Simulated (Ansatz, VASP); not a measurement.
## Two plane-wave programs on Si2W

```
Si W
1.0
    -1.61448    1.61448    3.93715
     1.61448   -1.61448    3.93715
     1.61448    1.61448   -3.93715
Si W
2 1
Direct
  0.33444 0.33444 0.00000
  0.66556 0.66556 0.00000
  0.00000 0.00000 0.00000
```

Alike in both runs: functional PBE; k mesh 18 × 18 × 18; occupations fermi-dirac, width 0.15 eV; no spin polarisation.

Ansatz relaxed the structure, and its values are those at the end. VASP's run is a single point on that final structure, the one shown.

|  | VASP | Ansatz |
| --- | --- | --- |
| version | VASP 6.6.1 | Ansatz 0.2.0 |
| potentials or method | VASP PAW PBE potentials, release 64 (Si, W_sv), cutoff 500 eV | scalar-relativistic, plane waves, PAW |
| valence electrons in the cell | 22 | 22 |

|  | VASP | Ansatz | Ansatz less VASP |
| --- | --- | --- | --- |
| gap on the k mesh at the Fermi level (eV) | none | none | - |
| pressure (GPa) | 0.0 | 0.0 | 0.00 |

A gap of «none» marks a metal or a gap that the smearing closes. The functional is the same, so the differences come from potentials, cutoffs and numerics.

Spin-orbit coupling is off throughout.
